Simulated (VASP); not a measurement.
Set up this calculation in VASP 6.6.1, as the native input.

```
Task                   : relaxation of cell and atoms
Functional             : LDA
Potentials or basis    : VASP PAW LDA potentials, release 64 (Al)
Cutoff                 : 500 eV
k mesh                 : 9 × 9 × 9
Occupations            : fermi-dirac, width 0.1 eV
Spin                   : no spin polarisation
Dipole correction      : no
Further INCAR settings : ALGO = Normal; EDIFF = 1e-07; IBRION = 2; EDIFFG = -0.03; NSW = 80; ISIF = 3
```

The structure of Al lies in POSCAR:

```
Al
1.0
    1.6050000000      1.6050000000      1.6050000000
   -1.6050000000      1.6050000000      1.6050000000
   -1.6050000000     -1.6050000000      1.6050000000
Al
1
Direct
    0.0000000000      0.0000000000      0.0000000000
```

The input as run:

INCAR

```
SYSTEM = Al
PREC = Accurate
ENCUT = 500
EDIFF = 1E-7
ISMEAR = -1
SIGMA = 0.1
LREAL = .FALSE.
LASPH = .TRUE.
NELM = 120
ALGO = Normal
ISIF = 3
LWAVE = .FALSE.
LCHARG = .FALSE.
GGA = CA
IBRION = 2
NSW = 80
EDIFFG = -0.03
GGA_COMPAT = .FALSE.
NELMIN = 4
```

KPOINTS

```
Automatic mesh
0
G
  9 9 9
  0 0 0
```

Potentials or basis: VASP PAW LDA potentials, release 64 (Al).

Command:

```console
$ cat potpaw_LDA.64/Al/POTCAR > POTCAR
$ mpirun -np 1 vasp_std > vasp.out
```

It gave:

The relaxed volume is 16.20 Å³/atom. The relaxed cell is a = 2.761 Å, b = 2.761 Å, c = 2.761 Å, α = 70.53°, β = 109.47°, γ = 70.53°, the space group after relaxing (to 0.05 Å) is Im-3m (No. 229) and the energy gained by relaxing is 1.3 meV/atom. The ionic steps are 2 and the pressure after relaxing is 0.1 GPa.

Run time: 2.7 s on 1 thread of Intel(R) Xeon(R) Platinum 8488C (Sapphire Rapids) (shared host), peak memory 0.11 GiB.
